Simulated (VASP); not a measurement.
CaO, 2 atoms in the cell. The structure is cubic, space group Fm-3m (No. 225). Conventional cell: a = 4.746 Å, b = 4.746 Å, c = 4.746 Å, α = 90.00°, β = 90.00°, γ = 90.00°. Ca (site symmetry m-3m) has 6 O at 2.37 Å within 3.1 Å. Within 3.1 Å of O (site symmetry m-3m) lie 6 Ca at 2.37 Å.  This cell differs from its parent crystal: volume scaled by 0.97.

| Item | Value |
| --- | --- |
| Program | VASP 6.6.1 |
| Task | single point |
| Functional | r2SCAN |
| Potentials or basis | VASP PAW PBE potentials, release 64 (Ca_sv, O) |
| Cutoff | 520 eV |
| k mesh | 8 × 8 × 8 |
| Occupations | gaussian, width 0.02 eV |
| Spin | no spin polarisation |
| Dipole correction | no |
| Further INCAR settings | ALGO = Normal; EDIFF = 1e-06; NBANDS = 15 |

Potentials or basis: VASP PAW PBE potentials, release 64 (Ca_sv, O).

The run is started by

```console
$ cat potpaw_PBE.64/Ca_sv/POTCAR potpaw_PBE.64/O/POTCAR > POTCAR
$ cp INCAR.step1 INCAR
$ mpirun -np 1 vasp_std > vasp.out
$ cp INCAR.step2 INCAR
$ mpirun -np 1 vasp_std > vasp.out
```

Hardware: 1 thread of Intel Xeon 6975P-C, on a shared host.

**Question.** How long does it take, and how much memory?

**Answer.** It took 39 s on 1 thread of Intel Xeon 6975P-C (shared host), peak memory 0.17 GiB. Counts: k points 29.
